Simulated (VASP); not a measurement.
# CuO (P-1) in VASP: further runs

CuO is run at these levels: RPBE, PBE; tasks: single point.

All numbers are computed with VASP 6.6.1; they aren't measurements. Logs are shortened: lines on timing, memory, paths and dates and some standing lists are left out, and cuts for length are marked.

## Step 1: The cell of the first run

The typed cell holds 4 atoms: a = 2.860 Å, b = 2.860 Å, c = 5.142 Å, α = 89.81°, β = 89.81°, γ = 89.22°.

## Step 2: Single point, RPBE

Input file INCAR:

```
ALGO     = Normal         # electronic algorithm
EDIFF    = 1E-7           # SCF threshold, eV
ENCUT    = 520            # plane-wave cutoff, eV
GGA      = RP             # functional
ISIF     = 2              # what is computed and relaxed
ISMEAR   = -1             # smearing method
LASPH    = T              # aspherical terms in the spheres
LCHARG   = F              # write CHGCAR
LREAL    = F              # projectors in reciprocal space
LWAVE    = F              # write WAVECAR
NBANDS   = 25             # bands
NELM     = 60             # most SCF steps
PREC     = Accurate       # precision mode
SIGMA    = 0.05           # smearing width, eV
```

Input file KPOINTS:

```
k-points
0
Gamma
  9 9 5
```

Input file POSCAR:

```
CuO
1.0
    2.8601748718      0.0000000000      0.0000000000
    0.0388105168      2.8599548740      0.0000000000
    0.0173779641      0.0171291597      5.1415976211
Cu O
2 2
Direct
    0.0000000000      0.5000000000      0.0000000000
    0.5000000000      0.0000000000      0.5000000000
    0.9984239700      0.0016717800      0.7498871000
    0.0015760300      0.9983282200      0.2501129000
```

Potentials or basis: VASP PAW PBE potentials, release 64 (Cu, O).

Run with:

```console
> cat potpaw_PBE.64/Cu/POTCAR potpaw_PBE.64/O/POTCAR > POTCAR
> mpirun -np 1 vasp_std > vasp.out
```

OUTCAR:

```text
EDIFF = 1E-7
   ENCUT = 520
   GGA = RP
   ISIF = 2
   ISMEAR = -1
   LASPH = T
   LREAL = F
   NELM = 60
   PREC = Accurate

 ion  position               nearest neighbor table
   1  0.000  0.500  0.000-   3 1.92   4 1.92   3 1.92   4 1.92
   2  0.500  0.000  0.500-   3 1.92   4 1.92   4 1.92   3 1.92
   3  0.998  0.002  0.750-   2 1.92   2 1.92   1 1.92   1 1.92
   4  0.002  0.998  0.250-   2 1.92   2 1.92   1 1.92   1 1.92

  LATTYP: Found a base centered monoclinic cell.
 ALAT       =    11.0423039176
 B/A-ratio  =     0.3638182808
 C/A-ratio  =     0.4656324948
 COS(beta)  =    -0.9295148209

  Lattice vectors:

 A1 = (   2.8427969077,  -0.0171291597,  -5.1415976211)
 A2 = (   0.0214325527,   2.8428257143,  -5.1415976211)
 A3 = (   0.0173779641,   0.0171291597,   5.1415976211)

Analysis of symmetry for initial positions (statically):
=====================================================================
 Subroutine PRICEL returns:
 Original cell was already a primitive cell.

 Routine SETGRP: Setting up the symmetry group for a
 base centered monoclinic supercell.

 Subroutine GETGRP returns: Found  2 space group operations
 (whereof  2 operations were pure point group operations)
 out of a pool of  4 trial point group operations.

The static configuration has the point symmetry S_2 .

Analysis of symmetry for dynamics (positions and initial velocities):
=====================================================================
 Subroutine PRICEL returns:
 Original cell was already a primitive cell.

 Routine SETGRP: Setting up the symmetry group for a
 base centered monoclinic supercell.

 Subroutine GETGRP returns: Found  2 space group operations
 (whereof  2 operations were pure point group operations)
 out of a pool of  4 trial point group operations.

The dynamic configuration has the point symmetry S_2 .

 Subroutine INISYM returns: Found  2 space group operations
 (whereof  2 operations are pure point group operations),
 and found     1 'primitive' translations

----------------------------------------------------------------------------------------

                                     Primitive cell

  volume of cell :      42.0581

  direct lattice vectors                    reciprocal lattice vectors
     2.860174872  0.000000000  0.000000000     0.349628972 -0.004744579 -0.001165896
     0.038810517  2.859954874  0.000000000     0.000000000  0.349655867 -0.001164874
     0.017377964  0.017129160  5.141597621     0.000000000  0.000000000  0.194492077

  length of vectors
     2.860174872  2.860218198  5.141655521     0.349663107  0.349657807  0.194492077

  position of ions in fractional coordinates (direct lattice)
     0.000000000  0.500000000  0.000000000
     0.500000000  0.000000000  0.500000000
     0.998423970  0.001671780  0.749887100
     0.001576030  0.998328220  0.250112900

  ion indices of the primitive-cell ions
   primitive index   ion index
                 1           1
                 2           2
                 3           3
                 4           4

----------------------------------------------------------------------------------------

 KPOINTS: k-points

Automatic generation of k-mesh.
 Grid dimensions read from file:
 generate k-points for:    9    9    5

 Generating k-lattice:

  Cartesian coordinates                     Fractional coordinates (reciprocal lattice)
     0.038847664 -0.000527175 -0.000129544     0.111111111 -0.000000000  0.000000000
     0.000000000  0.038850652 -0.000129430     0.000000000  0.111111111  0.000000000
     0.000000000  0.000000000  0.038898415     0.000000000  0.000000000  0.200000000

  Length of vectors
     0.038851456  0.038850867  0.038898415

  Shift w.r.t. Gamma in fractional coordinates (k-lattice)
     0.000000000  0.000000000  0.000000000

 Subroutine IBZKPT returns following result:
 ===========================================

 Found    203 irreducible k-points:

 Following reciprocal coordinates:
            Coordinates               Weight
  0.000000  0.000000  0.000000      1.000000
  0.111111  0.000000  0.000000      2.000000
  0.000000 -0.111111  0.000000      2.000000
  0.222222  0.000000  0.000000      2.000000
  0.000000 -0.222222 -0.000000      2.000000
  0.333333 -0.000000  0.000000      2.000000
[... 16 lines left out ...]
 -0.111111  0.111111 -0.000000      2.000000
  0.222222  0.222222  0.000000      2.000000
 [... further k-points ...]
   k-points           NKPTS =    203   k-points in BZ     NKDIM =    203   number of bands    NBANDS=     25
   number of dos      NEDOS =    301   number of ions     NIONS =      4
   total plane-waves  NPLWV =  23040
   dimension x,y,z NGX =    24 NGY =   24 NGZ =   40
   dimension x,y,z NGXF=    48 NGYF=   48 NGZF=   80
   ions per type =               2   2
   NGX,Y,Z   is equivalent  to a cutoff of  13.95, 13.95, 12.93 a.u.
   NGXF,Y,Z  is equivalent  to a cutoff of  27.90, 27.90, 25.87 a.u.
 SYSTEM =  unknown system
   PREC   = accura    normal or accurate (medium, high low for compatibility)
   ISTART =      0    job   : 0-new  1-cont  2-samecut
   ICHARG =      2    charge: 1-file 2-atom 10-const
   ISPIN  =      1    spin polarized calculation?
   LNONCOLLINEAR =      F non collinear calculations
   LSORBIT =      F    spin-orbit coupling
   LASPH  =      T    aspherical Exc in radial PAW
   ENCUT  =  520.0 eV  38.22 Ry    6.18 a.u.   5.32  5.32  9.56*2*pi/ulx,y,z
   NELM   =     60;   NELMIN=  2; NELMDL= -5     # of ELM steps
   EDIFF  = 0.1E-06   stopping-criterion for ELM
   LREAL  =      F    real-space projection
   EDIFFG = 0.1E-05   stopping-criterion for IOM
   NSW    =      0    number of steps for IOM
   IBRION =     -1    ionic relax: 0-MD 1-quasi-New 2-CG
   NFREE  =      0    steps in history (QN), initial steepest desc. (CG)
   ISIF   =      2    stress and relaxation
   ISYM   =      2    0-nonsym 1-usesym 2-fastsym
   POTIM  = 0.5000    time-step for ionic-motion
   TEBEG  =    0.0;   TEEND  =   0.0 temperature during run
   PSTRESS=    0.0 pullay stress
   NELECT =      34.0000    total number of electrons
   NUPDOWN=      -1.0000    fix difference up-down
   EMIN   =  10.00;   EMAX   =-10.00  energy-range for DOS
   EFERMI =   0.00;   METHOD = LEGACY
   ISMEAR =    -1;   SIGMA  =   0.05  broadening in eV -4-tet -1-fermi 0-gaus
   EFERMI_NEDOS =   21; number of points for ismear=-14 and -15
   IALGO  =     38    algorithm
   IMIX   =      4    mixing-type and parameters
     AMIX     =   0.40;   BMIX     =  1.00
     AMIX_MAG =   1.60;   BMIX_MAG =  1.00
  volume/ion in A,a.u.               =      10.51        70.96
  Fermi-wavevector in a.u.,A,eV,Ry     =   1.525052  2.881930 31.644188  2.325782
  Thomas-Fermi vector in A             =   2.633275
   LORBIT       =      0    0 simple, 1 ext, 2 COOP (PROOUT), +10 PAW based schemes
   GGA     = RP    functional components
   LHFCALC =     F    Hartree Fock is set to
   AEXX    =    0.0000 exact exchange contribution
   IVDW    =     0    specifies the selected vdW correction
   LEPSILON=     F    determine dielectric tensor
   LRPA    =     F    only Hartree local field effects (RPA)
 non-spin polarized calculation
  energy-cutoff  :      520.00
  volume of cell :       42.06
 maximum number of plane-waves:      1151
 NGX is ok and might be reduce to    24
   NGX = 11   NGY = 11   NGZ = 19

 number of electron      33.9999970 magnetization

 Free energy of the ion-electron system (eV)
  ---------------------------------------------------
  ext. energy  EPLUGINS =         0.00000000
  ---------------------------------------------------
  free energy    TOTEN  =       -17.84268558 eV

  energy without entropy =      -17.82348324  energy(sigma->0) =      -17.83308441

 E-fermi :   5.7156     XC(G=0): -11.3996

 val. band max:        5.7086291504   @ k =   0.4444   0.4444   0.4000
 cond. band min:       5.7368032884   @ k =  -0.2222   0.1111  -0.0000
 fundamental gap:      0.0281741380
 Fermi energy:         5.7155814130

 k-point     1 :       0.0000    0.0000    0.0000
  band No.  band energies     occupation
      1     -14.5775      2.00000
      2     -13.2386      2.00000
      3      -2.8360      2.00000
      4       0.0196      2.00000
      5       0.0477      2.00000
      6       1.7366      2.00000
[... 17 lines left out ...]
     24      20.7763      0.00000
     25      21.0247      0.00000

 k-point     2 :       0.1111    0.0000    0.0000
  band No.  band energies     occupation
      1     -14.5051      2.00000
      2     -13.2152      2.00000
      3      -2.7143      2.00000
      4      -0.0545      2.00000
      5       0.0738      2.00000
      6       1.1153      2.00000
[... 17 lines left out ...]
     24      20.9923      0.00000
     25      21.1241      0.00000

 k-point     3 :       0.0000   -0.1111    0.0000
  band No.  band energies     occupation
      1     -14.5052      2.00000
      2     -13.2151      2.00000
      3      -2.7145      2.00000
      4      -0.0485      2.00000
      5       0.0671      2.00000
      6       1.1159      2.00000
[... 17 lines left out ...]
     24      20.9908      0.00000
     25      21.1170      0.00000

 k-point     4 :       0.2222    0.0000    0.0000
  band No.  band energies     occupation
      1     -14.3146      2.00000
      2     -13.1554      2.00000
      3      -2.3908      2.00000
      4      -0.2098      2.00000
      5      -0.0342      2.00000
      6       0.1651      2.00000
[... 17 lines left out ...]
     24      21.0029      0.00000
     25      21.5297      0.00000
[... 477 lines left out ...]
 k-point    22 :      -0.1111    0.2222    0.0000
  band No.  band energies     occupation
      1     -14.2439      2.00000
      2     -13.1337      2.00000
      3      -2.2664      2.00000
      4      -0.1799      2.00000
      5      -0.0161      2.00000
      6       0.0908      2.00000
[... 17 lines left out ...]
     24      19.4898      0.00000
     25      21.2305      0.00000

 k-point    23 :      -0.1111    0.1111   -0.0000
  band No.  band energies     occupation
      1     -14.4327      2.00000
      2     -13.1922      2.00000
      3      -2.5914      2.00000
      4      -0.0588      2.00000
      5       0.0281      2.00000
      6       0.9855      2.00000
[... 17 lines left out ...]
     24      19.7483      0.00000
     25      21.2046      0.00000

 k-point    24 :       0.2222    0.2222    0.0000
  band No.  band energies     occupation
      1     -14.0649      2.00000
      2     -13.0825      2.00000
      3      -1.9409      2.00000
      4      -0.1438      2.00000
      5      -0.0492      2.00000
      6       0.0594      2.00000
[... 17 lines left out ...]
     24      18.1966      0.00000
     25      21.7337      0.00000

 [... further k-points ...]

------------------------ aborting loop because EDIFF is reached ----------------------------------------

  FORCE on cell =-STRESS in cart. coord.  units (eV):
  Direction    XX          YY          ZZ          XY          YZ          ZX
  --------------------------------------------------------------------------------------
  -------------------------------------------------------------------------------------
  Total        4.0467243      4.0294864      4.4316141      0.0096272      0.0133731      0.0087182
  in kB      154.1573906    153.5007220    168.8195213      0.3667414      0.5094401      0.3321136
  external PRESSURE =     158.8258780 kB  Pullay stress =       0.0000000 kB

 VOLUME and BASIS-vectors are now :
 -----------------------------------------------------------------------------
  energy-cutoff  :      520.00
  volume of cell :       42.06
      direct lattice vectors                 reciprocal lattice vectors
     2.860174872  0.000000000  0.000000000     0.349628972 -0.004744579 -0.001165896
     0.038810517  2.859954874  0.000000000     0.000000000  0.349655867 -0.001164874
     0.017377964  0.017129160  5.141597621     0.000000000  0.000000000  0.194492077

 POSITION                                       TOTAL-FORCE (eV/Angst)
 -----------------------------------------------------------------------------------
      0.01941      1.42998      0.00000        -0.000000      0.000000      0.000000
      1.43878      0.00856      2.57080        -0.000000      0.000000      0.000000
      2.86876      0.01763      3.85562         0.000002     -0.001671      0.010997
      0.04760      2.85946      1.28598        -0.000002      0.001671     -0.010997
 -----------------------------------------------------------------------------------
    total drift:                                0.000000     -0.000000     -0.000000

  FREE ENERGIE OF THE ION-ELECTRON SYSTEM (eV)
  ---------------------------------------------------
  free  energy   TOTEN  =       -17.8426855773 eV

  energy  without entropy=      -17.8234832403  energy(sigma->0) =      -17.83308441
```

Wall time 2.9 min (1 thread of Intel Xeon Platinum 8488C (Sapphire Rapids), shared host); peak memory 0.28 GiB.

What came out:

* Free energy: -17.8427 eV
* Pressure: 15.9 GPa
* Largest force: 0.011 eV/Å
* Band gap on the k mesh: zero (band 17 reaches 6.39 eV, above the bottom of band 18 at 5.44 eV)

Forces in eV/Å, atoms in the order of the input:
```
Cu   0.000  0.000  0.000
Cu   0.000  0.000  0.000
O    0.000 -0.002  0.011
O    0.000  0.002 -0.011
```

Caveat: the PAW data sets were made with another functional, which shifts forces and pressure a little; semilocal functionals often make such compounds metallic where correlation or magnetic order opens a gap, which also shifts bond lengths.

## Step 3: Single point, RPBE

This run uses another cell than the first one, of 10.73 Å³/atom, 1.020 times its volume.

Input file INCAR:

```
  ALGO = Normal
  EDIFF = 1E-7
  ENCUT = 520
  GGA = RP
  ISIF = 2
  ISMEAR = -1
  LASPH = T
  LCHARG = F
  LREAL = F
  LWAVE = F
  NBANDS = 25
  NELM = 60
  PREC = Accurate
  SIGMA = 0.05
```

KPOINTS is that of step 2.

Input file POSCAR:

```
CuO
1.0
    2.8795009639      0.0000000000      0.0000000000
    0.0390727580      2.8792794796      0.0000000000
    0.0174953863      0.0172449008      5.1763391994
Cu O
2 2
Direct
    0.0000000000      0.5000000000      0.0000000000
    0.5000000000      0.0000000000      0.5000000000
    0.9984239700      0.0016717800      0.7498871000
    0.0015760300      0.9983282200      0.2501129000
```

Potentials or basis: VASP PAW PBE potentials, release 64 (Cu, O).

Run with:

```console
> cat potpaw_PBE.64/Cu/POTCAR potpaw_PBE.64/O/POTCAR > POTCAR
> mpirun -np 1 vasp_std > vasp.out
```

Wall time 2.5 min (1 thread of Intel Xeon Platinum 8488C (Sapphire Rapids), shared host); peak memory 0.29 GiB.

It converged, with:

| Item | Value |
| --- | --- |
| Free energy | -17.9182 eV |
| Pressure | 11.9 GPa |
| Largest force | 0.011 eV/Å |
| Band gap on the k mesh | zero (band 17 reaches 6.11 eV, above the bottom of band 18 at 5.18 eV) |

Forces in eV/Å, atoms in the order of the input:
```
Cu   0.000  0.000  0.000
Cu   0.000  0.000  0.000
O    0.001 -0.003  0.010
O   -0.001  0.003 -0.010
```

Levels at points of the mesh, in eV from the Fermi level:
| k point | band 15 | band 16 | band 17 | band 18 | band 19 | band 20 |
| --- | --- | --- | --- | --- | --- | --- |
| (0.00, 0.00, 0.00) | -2.36 | -2.05 | 0.66 | 0.70 | 1.55 | 6.29 |

Caveat: the PAW data sets were made with another functional, which shifts forces and pressure a little; semilocal functionals often make such compounds metallic where correlation or magnetic order opens a gap, which also shifts bond lengths. With open d or f shells a metallic result of RPBE can be an artefact of self-interaction; +U or a hybrid may open a gap.

## Step 4: Single point, PBE

This run uses another cell than the first one, of 10.73 Å³/atom, 1.020 times its volume.

Input file INCAR:

```
ALGO = Normal
EDIFF = 1E-6
ENCUT = 520
GGA = PE
ISIF = 2
ISMEAR = -1
LASPH = T
LCHARG = F
LREAL = F
LWAVE = F
NBANDS = 25
NELM = 60
PREC = Accurate
SIGMA = 0.05
```

KPOINTS is that of step 3.

POSCAR is that of step 3.

Run with:

```console
> cat potpaw_PBE.64/Cu/POTCAR potpaw_PBE.64/O/POTCAR > POTCAR
> mpirun -np 1 vasp_std > vasp.out
```

Run time: 2.3 min. Hardware: 1 thread of Intel Xeon Platinum 8488C (Sapphire Rapids), shared host; peak memory 0.29 GiB.

The run converged. Its results:

```
Free energy            : -19.6914 eV
Pressure               : 6.6 GPa
Largest force          : 0.012 eV/Å
Band gap on the k mesh : zero (band 17 reaches 5.93 eV, above the bottom of band 18 at 4.99 eV)
```

Forces in eV/Å, atoms in the order of the input:
```
Cu   0.000  0.000  0.000
Cu   0.000  0.000  0.000
O    0.003 -0.004  0.011
O   -0.003  0.004 -0.011
```

Stress tensor (GPa, compression positive):
```
 7.05 -0.03  0.01
-0.03  6.99  0.02
 0.01  0.02  5.66
```

Levels at points of the mesh, in eV from the Fermi level:
| k point | band 15 | band 16 | band 17 | band 18 | band 19 | band 20 |
| --- | --- | --- | --- | --- | --- | --- |
| (0.00, 0.00, 0.00) | -2.35 | -2.05 | 0.67 | 0.70 | 1.52 | 6.23 |

Caveat: semilocal functionals often make such compounds metallic where correlation or magnetic order opens a gap, which also shifts bond lengths.

## Step 5: Summary

| level | cell | gap on the mesh (eV) | pressure (GPa) | largest force (eV/Å) |
| --- | --- | --- | --- | --- |
| RPBE | a = 2.860, b = 2.860, c = 5.142 Å, angles 89.8, 89.8, 89.2°, 4 atoms | none | 15.9 | 0.01 |
| RPBE | a = 2.880, b = 2.880, c = 5.176 Å, angles 89.8, 89.8, 89.2°, 4 atoms | none | 11.9 | 0.01 |
| PBE | a = 2.880, b = 2.880, c = 5.176 Å, angles 89.8, 89.8, 89.2°, 4 atoms | none | 6.6 | 0.01 |

Alike in all rows: task single point; potentials or basis VASP PAW PBE potentials, release 64 (Cu, O); no spin polarisation; k mesh 9 × 9 × 5; cutoff (eV) 520; smearing fermi-dirac 0.05 eV.

Caveats: semilocal functionals often make such compounds metallic where correlation or magnetic order opens a gap, which also shifts bond lengths; the PAW data sets were made with another functional, which shifts forces and pressure a little (some runs).

Absolute energies hang on the potentials; compare differences alone.
